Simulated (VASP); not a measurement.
# NiGe (Pnma) in VASP: single point with PBE

Aim: the single point of NiGe with PBE.

All numbers are computed with VASP 6.6.1; they aren't measurements. Logs are shortened: lines on timing, memory, paths and dates and some standing lists are left out, and cuts for length are marked.

### 1 The cell of the first run

It takes space group Pnma (No. 62, orthorhombic). Conventional cell: a = 5.394 Å, b = 3.482 Å, c = 5.846 Å, α = 90.00°, β = 90.00°, γ = 90.00°. Within 3.1 Å of Ni (site symmetry m) lie 6 Ge at 2.35 to 2.52 Å and 4 Ni at 2.79 to 2.83 Å. Within 3.1 Å of Ge (site symmetry m) lie 6 Ni at 2.35 to 2.52 Å and 2 Ge at 2.88 Å.

### 2 Single point, PBE

The input, INCAR:

```
SYSTEM = NiGe
PREC = Accurate
ENCUT = 520
EDIFF = 1E-7
ISMEAR = 0
SIGMA = 0.1
LREAL = .False.
LASPH = .True.
NELM = 80
ALGO = Normal
ISIF = 2
LWAVE = .False.
LCHARG = .True.
GGA = PE
LELF = .True.
LVHAR = .True.
NBANDS = 58
```

The input, KPOINTS:

```
Automatic mesh
0
Gamma
  8 10 6
  0 0 0
```

The input, POSCAR:

```
NiGe
1.0
    5.3938572246      0.0000000000      0.0000000000
    0.0000000000      3.4823801148      0.0000000000
    0.0000000000      0.0000000000      5.8462918515
Ni Ge
4 4
Direct
    0.9942674517      0.7500000000      0.1903421019
    0.0057325483      0.2500000000      0.8096578981
    0.5057325483      0.2500000000      0.6903421019
    0.4942674517      0.7500000000      0.3096578981
    0.8102667382      0.7500000000      0.5874218509
    0.1897332618      0.2500000000      0.4125781491
    0.6897332618      0.2500000000      0.0874218509
    0.3102667382      0.7500000000      0.9125781491
```

Potentials or basis: VASP PAW PBE potentials, release 64 (Ni, Ge_d).

Started as:

```bash
$ cat potpaw_PBE.64/Ni/POTCAR potpaw_PBE.64/Ge_d/POTCAR > POTCAR
$ mpirun -np 1 vasp_std > vasp.out
```

OUTCAR:

```text
SYSTEM = NiGe
   PREC = Accurate
   ENCUT = 520
   EDIFF = 1E-7
   ISMEAR = 0
   LREAL = .False.
   LASPH = .True.
   NELM = 80
   ISIF = 2
   GGA = PE

 ion  position               nearest neighbor table
   1  0.994  0.750  0.190-   8 2.35   6 2.41   6 2.41   7 2.47   7 2.47   5 2.52   4 2.79   4 2.79
                             2 2.83   2 2.83
   2  0.006  0.250  0.810-   7 2.35   5 2.41   5 2.41   8 2.47   8 2.47   6 2.52   3 2.79   3 2.79
                             1 2.83   1 2.83
   3  0.506  0.250  0.690-   6 2.35   8 2.41   8 2.41   5 2.47   5 2.47   7 2.52   2 2.79   2 2.79
                             4 2.83   4 2.83
   4  0.494  0.750  0.310-   5 2.35   7 2.41   7 2.41   6 2.47   6 2.47   8 2.52   1 2.79   1 2.79
                             3 2.83   3 2.83
   5  0.810  0.750  0.587-   4 2.35   2 2.41   2 2.41   3 2.47   3 2.47   1 2.52   6 2.88   6 2.88

   6  0.190  0.250  0.413-   3 2.35   1 2.41   1 2.41   4 2.47   4 2.47   2 2.52   5 2.88   5 2.88

   7  0.690  0.250  0.087-   2 2.35   4 2.41   4 2.41   1 2.47   1 2.47   3 2.52   8 2.88   8 2.88

   8  0.310  0.750  0.913-   1 2.35   3 2.41   3 2.41   2 2.47   2 2.47   4 2.52   7 2.88   7 2.88

  LATTYP: Found a simple orthorhombic cell.
 ALAT       =     3.4823801148
 B/A-ratio  =     1.5488996166
 C/A-ratio  =     1.6788207085

  Lattice vectors:

 A1 = (   0.0000000000,  -3.4823801148,   0.0000000000)
 A2 = (   5.3938572246,   0.0000000000,   0.0000000000)
 A3 = (   0.0000000000,   0.0000000000,   5.8462918515)

Analysis of symmetry for initial positions (statically):
=====================================================================
 Subroutine PRICEL returns:
 Original cell was already a primitive cell.

 Routine SETGRP: Setting up the symmetry group for a
 simple orthorhombic supercell.

 Subroutine GETGRP returns: Found  8 space group operations
 (whereof  2 operations were pure point group operations)
 out of a pool of  8 trial point group operations.

The static configuration has the point symmetry S_2 .
 The point group associated with its full space group is D_2h.

Analysis of symmetry for dynamics (positions and initial velocities):
=====================================================================
 Subroutine PRICEL returns:
 Original cell was already a primitive cell.

 Routine SETGRP: Setting up the symmetry group for a
 simple orthorhombic supercell.

 Subroutine GETGRP returns: Found  8 space group operations
 (whereof  2 operations were pure point group operations)
 out of a pool of  8 trial point group operations.
[... 120 lines left out ...]
   ISIF   =      2    stress and relaxation
   ISYM   =      2    0-nonsym 1-usesym 2-fastsym
   POTIM  = 0.5000    time-step for ionic-motion
   TEBEG  =    0.0;   TEEND  =   0.0 temperature during run
   PSTRESS=    0.0 pullay stress
   NELECT =      96.0000    total number of electrons
   NUPDOWN=      -1.0000    fix difference up-down
   EMIN   =  10.00;   EMAX   =-10.00  energy-range for DOS
   EFERMI =   0.00;   METHOD = LEGACY
   ISMEAR =     0;   SIGMA  =   0.10  broadening in eV -4-tet -1-fermi 0-gaus
   EFERMI_NEDOS =   21; number of points for ismear=-14 and -15
   IALGO  =     38    algorithm
   IMIX   =      4    mixing-type and parameters
     AMIX     =   0.40;   BMIX     =  1.00
     AMIX_MAG =   1.60;   BMIX_MAG =  1.00
  volume/ion in A,a.u.               =      13.73        92.63
  Fermi-wavevector in a.u.,A,eV,Ry     =   1.565356  2.958094 33.338904  2.450340
  Thomas-Fermi vector in A             =   2.667844
   LORBIT       =      0    0 simple, 1 ext, 2 COOP (PROOUT), +10 PAW based schemes
   GGA     = PE    functional components
   LHFCALC =     F    Hartree Fock is set to
   AEXX    =    0.0000 exact exchange contribution
   IVDW    =     0    specifies the selected vdW correction
   LEPSILON=     F    determine dielectric tensor
   LRPA    =     F    only Hartree local field effects (RPA)
 non-spin polarized calculation
 Gauss-broadening in eV      SIGMA  =   0.10
  energy-cutoff  :      520.00
  volume of cell :      109.81
 maximum number of plane-waves:      2992
   NGX = 21   NGY = 13   NGZ = 21

 number of electron      95.9999937 magnetization

 Free energy of the ion-electron system (eV)
  ---------------------------------------------------
  ext. energy  EPLUGINS =         0.00000000
  ---------------------------------------------------
  free energy    TOTEN  =       -42.41693635 eV

  energy without entropy =      -42.40388324  energy(sigma->0) =      -42.41040979

 E-fermi :   8.6099     XC(G=0): -12.4009

 val. band max:        8.6082590471   @ k =   0.2500   0.5000   0.1667
 cond. band min:       8.6108297793   @ k =   0.0000   0.5000   0.3333
 fundamental gap:      0.0025707322
 Fermi energy:         8.6099499995

 k-point     1 :       0.0000    0.0000    0.0000
  band No.  band energies     occupation
      1     -16.0717      2.00000
      2     -16.0597      2.00000
      3     -16.0533      2.00000
      4     -16.0504      2.00000
      5     -16.0340      2.00000
      6     -16.0162      2.00000
[... 1453 lines left out ...]
     57      14.9752      0.00000
     58      15.5137      0.00000

 [... further k-points ...]

------------------------ aborting loop because EDIFF is reached ----------------------------------------

  FORCE on cell =-STRESS in cart. coord.  units (eV):
  Direction    XX          YY          ZZ          XY          YZ          ZX
  --------------------------------------------------------------------------------------
  -------------------------------------------------------------------------------------
  Total        0.1490252      0.0735969      0.1339674     -0.0000000      0.0000000      0.0000000
  in kB        2.1742729      1.0737768      1.9545813     -0.0000000      0.0000000      0.0000000
  external PRESSURE =       1.7342103 kB  Pullay stress =       0.0000000 kB

 VOLUME and BASIS-vectors are now :
 -----------------------------------------------------------------------------
  energy-cutoff  :      520.00
  volume of cell :      109.81
      direct lattice vectors                 reciprocal lattice vectors
     5.393857225  0.000000000  0.000000000     0.185396083  0.000000000  0.000000000
     0.000000000  3.482380115  0.000000000     0.000000000  0.287159921  0.000000000
     0.000000000  0.000000000  5.846291852     0.000000000  0.000000000  0.171048594

 POSITION                                       TOTAL-FORCE (eV/Angst)
 -----------------------------------------------------------------------------------
      5.36294      2.61179      1.11280        -0.008370      0.000000     -0.001422
      0.03092      0.87060      4.73350         0.008370      0.000000      0.001422
      2.72785      0.87060      4.03594         0.008370      0.000000     -0.001422
      2.66601      2.61179      1.81035        -0.008370      0.000000      0.001422
      4.37046      2.61179      3.43424         0.000225     -0.000000      0.002462
      1.02339      0.87060      2.41205        -0.000225     -0.000000     -0.002462
      3.72032      0.87060      0.51109        -0.000225     -0.000000      0.002462
      1.67353      2.61179      5.33520         0.000225      0.000000     -0.002462
 -----------------------------------------------------------------------------------
    total drift:                               -0.000000      0.000000     -0.000000

  FREE ENERGIE OF THE ION-ELECTRON SYSTEM (eV)
  ---------------------------------------------------
  free  energy   TOTEN  =       -42.4169363453 eV

  energy  without entropy=      -42.4038832384  energy(sigma->0) =      -42.41040979
```

Run time: 10 min. Hardware: 1 thread of Intel Xeon Platinum 8488C (Sapphire Rapids), shared host; peak memory 0.63 GiB.

What came out:

| Property | Result |
| --- | --- |
| Free energy | -42.4169 eV |
| Pressure | 0.2 GPa |
| Largest force | 0.008 eV/Å |
| Band gap on the k mesh | zero (bands 48 and 49 overlap by 1.51 eV) |

Forces in eV/Å, atoms in the order of the input:
```
Ni  -0.008  0.000 -0.001
Ni   0.008  0.000  0.001
Ni   0.008  0.000 -0.001
Ni  -0.008  0.000  0.001
Ge   0.000  0.000  0.002
Ge   0.000  0.000 -0.002
Ge   0.000  0.000  0.002
Ge   0.000  0.000 -0.002
```

Stress tensor (GPa, compression positive):
```
0.22 0.00 0.00
0.00 0.11 0.00
0.00 0.00 0.20
```
